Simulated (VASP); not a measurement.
CsRe:

```
Cs Re
1.0
     4.62502    0.00000    0.00000
     0.00000    4.62502    0.00000
     0.00000    0.00000    6.88834
Cs Re
2 2
Direct
  0.50000 0.00000 0.38845
  0.00000 0.50000 0.61155
  0.50000 0.00000 0.00000
  0.00000 0.50000 0.00000
```

The cell was generated, and may not be a known phase.

* Program: VASP 6.6.1
* Task: relaxation of cell and atoms
* Functional: PBE
* Potentials or basis: VASP PAW PBE potentials, release 64 (Cs_sv, Re)
* Cutoff: 600 eV
* k mesh: 4 × 4 × 4
* Occupations: gaussian, width 0.1 eV
* Spin: no spin polarisation

At the start: pressure -7.2 GPa; volume 36.84 Å³/atom.

Problem. Where does the relaxation end?

Solution. Over 40 steps the energy falls by 1828.2 meV/atom and the volume is 35.17 Å³/atom (-4.5 %); space group P4/nmm (No. 129, to 0.1 Å) before and after.

Step by step:
```tsv
step	energy change (eV)	largest force (eV/Å)	pressure (GPa)	volume (Å³)
1	0.0000	2.4196	-7.25	147.35
2	-4.0651	1.8890	-1.42	112.47
3	-4.3569	3.1867	5.76	103.67
4	-5.8807	2.3123	4.64	106.49
5	-6.1564	1.7812	7.28	107.13
6	-6.2031	1.4717	-7.98	133.32
7	-6.5577	1.3762	-2.52	119.33
8	-6.8765	0.8848	-1.75	118.63
9	-6.9803	0.8539	-0.23	117.93
10	-7.0811	0.0429	1.68	116.58
11	-7.0819	0.1338	1.93	116.44
12	-7.1233	0.6993	-0.98	123.54
13	-7.1247	0.6201	-0.57	122.37
14	-7.1723	0.2360	0.16	125.12
15	-7.1837	0.4272	0.94	127.06
16	-7.2031	0.5120	0.49	130.50
17	-7.2160	0.5432	-0.06	134.63
18	-7.2400	0.3743	-0.61	135.58
19	-7.2467	0.3358	-1.03	136.34
20	-7.2647	0.3346	-0.39	135.04
21	-7.2732	0.3818	0.51	133.36
22	-7.2827	0.1016	0.52	133.84
23	-7.2851	0.1321	0.52	134.23
24	-7.2900	0.0734	-0.07	135.93
25	-7.2906	0.0845	-0.37	136.82
26	-7.2949	0.0948	-0.35	137.35
27	-7.3017	0.1202	-0.28	138.66
28	-7.2973	0.1683	-0.13	141.22
29	-7.3031	0.1338	-0.23	139.39
30	-7.3054	0.1083	0.10	138.99
31	-7.3057	0.0972	0.25	138.81
32	-7.3076	0.0873	0.19	138.99
33	-7.3095	0.0777	0.09	139.33
34	-7.3096	0.0748	0.05	139.45
35	-7.3104	0.0192	0.00	139.68
36	-7.3108	0.1088	-0.06	139.97
37	-7.3115	0.0932	0.03	140.03
38	-7.3119	0.0720	0.15	140.11
39	-7.3120	0.0635	0.20	140.14
40	-7.3127	0.0276	0.11	140.69
```

Final structure:
```
CELL_PARAMETERS angstrom
3.50351 0.00000 0.00000
0.00000 3.50351 0.00000
0.00000 0.00000 11.46181
ATOMIC_POSITIONS crystal
Cs 0.50000 0.00000 0.27916
Cs 0.00000 0.50000 0.72084
Re 0.50000 0.00000 0.97609
Re 0.00000 0.50000 0.02391
```

Caveat: a cell axis changed by over 15 % at a fixed basis, so the end point is rough.
